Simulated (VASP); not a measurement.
A run of VASP 6.6.1:

The input INCAR:

```
PREC = Accurate
ENCUT = 520
EDIFF = 1E-6
ISMEAR = 0
SIGMA = 0.1
LREAL = F
LASPH = T
NELM = 80
ALGO = Normal
ISIF = 2
LWAVE = F
LCHARG = F
GGA = PE
NBANDS = 20
```

The input KPOINTS:

```
Automatic mesh
0
Gamma
  4 4 4
```

Contents of POSCAR:

```
Y2As
1.0
    0.0000000000      3.4077057024      3.4077057024
    3.4077057024      0.0000000000      3.4077057024
    3.4077057024      3.4077057024      0.0000000000
Y As
2 1
Direct
    0.2500000000      0.2500000000      0.2500000000
    0.7500000000      0.7500000000      0.7500000000
    0.0000000000      0.0000000000      0.0000000000
```

Potentials or basis: VASP PAW PBE potentials, release 64 (Y_sv, As).

Run with:

```bash
$ cat potpaw_PBE.64/Y_sv/POTCAR potpaw_PBE.64/As/POTCAR > POTCAR
$ mpirun -np 1 vasp_std > vasp.out
```

Hardware: 1 thread of AMD EPYC 7R13, with other jobs on the host.

Problem. Estimate the wall time of this run.

Solution. Wall time 19 s on 1 thread of AMD EPYC 7R13, with other jobs on the host, peak memory 0.22 GiB. Counts: scf iterations 13, k points 8.
